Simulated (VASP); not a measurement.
Input of a VASP 6.6.1 run:

The input INCAR:

```
PREC     = Accurate       # precision mode
ENCUT    = 520            # plane-wave cutoff, eV
EDIFF    = 1E-7           # SCF threshold, eV
ISMEAR   = -1             # smearing method
SIGMA    = 0.02           # smearing width, eV
LREAL    = Auto         
LASPH    = True           # aspherical terms in the spheres
NELM     = 100            # most SCF steps
ALGO     = Normal         # electronic algorithm
ISIF     = 2              # what is computed and relaxed
LWAVE    = False          # write WAVECAR
LCHARG   = True           # write CHGCAR
GGA      = PE             # functional
IVDW     = 12             # dispersion correction
LELF     = True           # ELF
LVHAR    = True         
NBANDS   = 51             # bands
```

The input KPOINTS:

```
regular mesh
0
Gamma
  1 1 1
```

File POSCAR:

```
H2CSO2
1.0
    6.7320510000      0.0000000000      0.0000000000
    0.0000000000      6.7320510000      0.0000000000
    0.0000000000      0.0000000000      6.7320510000
O C S H
6 3 3 6
Direct
    0.6688303461      0.5881862749      0.5609880258
   -0.0847141532      0.4419158441      0.2911742647
    0.6728410109      0.0008318416      0.2862129238
    0.9768048400     -0.0536092195      0.8771621011
    0.1708394663      0.9071083983      0.2492405361
    0.6155627757      0.1033414631      0.6742224621
    0.5428806169      0.6245050728      0.6793323461
   -0.0054069703      0.4049434563      0.4365682910
    0.5821702777      0.1179432538      0.1914423999
    0.3825580050      0.7203451073      0.8138678688
    0.1186414066      0.3734077475      0.6211479978
    0.4917520678      0.2796027540      0.0545747500
    0.8425664036      0.0098781189      0.8857776033
    0.9442887465     -0.1340601846      0.7560994413
    0.1027324362      0.9127976006      0.1119866739
    0.1578716501      0.7740583070      0.2891243694
    0.6477223657      0.0257276720      0.5489708857
    0.4769720253      0.0748805973      0.6666319076
```

Potentials or basis: VASP PAW PBE potentials, release 64 (O, C, S, H).

Run with:

```sh
$ cat potpaw_PBE.64/O/POTCAR potpaw_PBE.64/C/POTCAR potpaw_PBE.64/S/POTCAR potpaw_PBE.64/H/POTCAR > POTCAR
$ mpirun -np 1 vasp_gam > vasp.out
```

Q: Estimate the pressure.

A: 1.5 GPa.

Q: Predict the largest force.

A: 3.879 eV/Å.

Forces in eV/Å, atoms in the order of the input:
```
O   -1.066 -0.215  1.145
O   -1.860  0.559 -3.358
O   -0.449 -0.050 -0.008
O   -1.719 -0.313 -1.192
O   -0.435  1.734 -2.093
O    1.113 -0.811 -1.403
C    1.154  0.751 -1.399
C    1.016 -0.256  0.784
C    0.541  0.076 -0.240
S   -0.278 -0.165  0.693
S    1.042 -0.842  2.175
S   -0.278 -0.103  0.249
H    0.836  0.067  0.204
H    0.843  0.325  0.916
H    0.663 -0.102  1.634
H   -0.216 -1.707  0.467
H    0.498  0.932  0.767
H   -1.407  0.119  0.659
```

Caveat: the k points lie up to 0.93 Å⁻¹ apart, too coarse for converged energies, forces and pressures.
